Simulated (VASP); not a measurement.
Here is a VASP 6.6.1 calculation.

POSCAR

```
KBr
1.0
    0.0000000000      3.3024387157      3.3024387157
    3.3024387157      0.0000000000      3.3024387157
    3.3024387157      3.3024387157      0.0000000000
K Br
1 1
Direct
    0.0000000000      0.0000000000      0.0000000000
    0.5000000000      0.5000000000      0.5000000000
```

Contents of INCAR.step1:

```
SYSTEM = KBr
  PREC = Accurate
  ENCUT = 520
  EDIFF = 1E-5
  ISMEAR = 0
  SIGMA = 0.01
  LREAL = .False.
  LASPH = .True.
  NELM = 60
  ALGO = Normal
  ISIF = 2
  LWAVE = .True.
  NBANDS = 15
  GGA = PE
```

Contents of INCAR.step2:

```
SYSTEM = KBr
  PREC = Accurate
  ENCUT = 520
  EDIFF = 1E-6
  ISMEAR = 0
  SIGMA = 0.01
  LREAL = .False.
  LASPH = .True.
  NELM = 60
  ALGO = Normal
  ISIF = 2
  LWAVE = .False.
  LCHARG = .True.
  GGA = PE
  LHFCALC = .True.
  HFSCREEN = 0.2079
  PRECFOCK = Normal
  LELF = .True.
  LVHAR = .True.
  NBANDS = 15
  ISTART = 1
```

Contents of KPOINTS:

```
regular mesh
0
Gamma
  4 4 4
  0 0 0
```

Potentials or basis: VASP PAW PBE potentials, release 64 (K_sv, Br).

The run is started by

```bash
$ cat potpaw_PBE.64/K_sv/POTCAR potpaw_PBE.64/Br/POTCAR > POTCAR
$ cp INCAR.step1 INCAR
$ mpirun -np 1 vasp_std > vasp.out
$ cp INCAR.step2 INCAR
$ mpirun -np 1 vasp_std > vasp.out
```

Question: What does it give for the pressure?

Answer: 0.4 GPa.

Question: Estimate the band gap on the k mesh.

Answer: 5.59 eV.

Caveat: the PAW data sets were made with another functional, which shifts forces and pressure a little.
